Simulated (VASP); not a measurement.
## VN2: single point with PBEsol

The system is VN2.

```
V N
1.0
    -2.15075    2.15075    2.49135
     2.15075   -2.15075    2.49135
     2.15075    2.15075   -2.49135
V N
2 4
Direct
  0.25000 0.25000 0.00000
  0.75000 0.75000 0.00000
  0.11510 0.61510 0.73020
  0.61510 0.88490 0.50000
  0.88490 0.38490 0.26980
  0.38490 0.11510 0.50000
```

```yaml
Program: VASP 6.6.1
Task: single point
Functional: PBEsol
Potentials_or_basis: VASP PAW PBE potentials, release 64 (V_sv, N)
Cutoff: 520 eV
k_mesh: 6 × 6 × 6, shifted
Occupations: gaussian, width 0.1 eV
Spin: no spin polarisation
```

| Property | Result |
| --- | --- |
| Pressure | -10.9 GPa |
| Largest force | 0.373 eV/Å |
| Band gap on the k mesh | zero (band 23 reaches 11.45 eV, above the bottom of band 24 at 11.31 eV) |

Forces on the atoms (eV/Å):
```
V    0.000  0.000  0.000
V    0.000  0.000  0.000
N   -0.264 -0.264  0.000
N    0.264 -0.264  0.000
N    0.264  0.264  0.000
N   -0.264  0.264  0.000
```

Stress tensor (GPa, compression positive):
```
-10.22   0.00   0.00
  0.00 -10.22   0.00
  0.00   0.00 -12.14
```

Levels at points of the mesh, in eV from the Fermi level:
| k point | band 20 | band 21 | band 22 | band 23 | band 24 | band 25 | band 26 | band 27 |
| --- | --- | --- | --- | --- | --- | --- | --- | --- |
| (0.08, 0.08, 0.08) | -3.21 | -2.82 | -2.40 | -2.15 | 0.66 | 0.85 | 0.96 | 1.10 |

Run time: 28 s on 1 thread of AMD EPYC 9R45 96-Core Processor (Zen 5) (shared host), peak memory 0.15 GiB.

Caveat: the PAW data sets were made with another functional, which shifts forces and pressure a little; the run has no spin polarisation, though such a crystal can be magnetic. With open d or f shells a metallic result of PBEsol can be an artefact of self-interaction; +U or a hybrid may open a gap.
